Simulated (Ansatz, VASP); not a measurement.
## LiCl: VASP beside Ansatz

```xyz
2
Lattice="0.0000 2.8194 2.8194 2.8194 0.0000 2.8194 2.8194 2.8194 0.0000" Properties=species:S:1:pos:R:3 pbc="T T T"
Li    0.0000    0.0000    0.0000
Cl    1.4097    1.4097    1.4097
```

Change from the starting cell: hydrostatic strain +3.2%.

Alike in both runs: task single point; functional r2SCAN; k mesh 8 × 8 × 8; no spin polarisation.

|  | VASP | Ansatz |
| --- | --- | --- |
| version | VASP 6.6.1 | Ansatz 0.2.0 |
| potentials or method | VASP PAW PBE potentials, release 64 (Li_sv, Cl) | plane waves, PAW |
| plane-wave cutoff (eV) | 520 | 500 |
| occupations | gaussian, width 0.01 eV | fixed |
| valence electrons in the cell | 10 | 10 |

```csv
,VASP,Ansatz,Ansatz less VASP
gap on the k mesh at the Fermi level (eV),6.43,6.38,-0.047
```

VASP's potentials were made for PBE, not for r2SCAN.

Noted on VASP's run: the cutoff is under 1.25 times that of the potentials, so the pressure is a little rough.
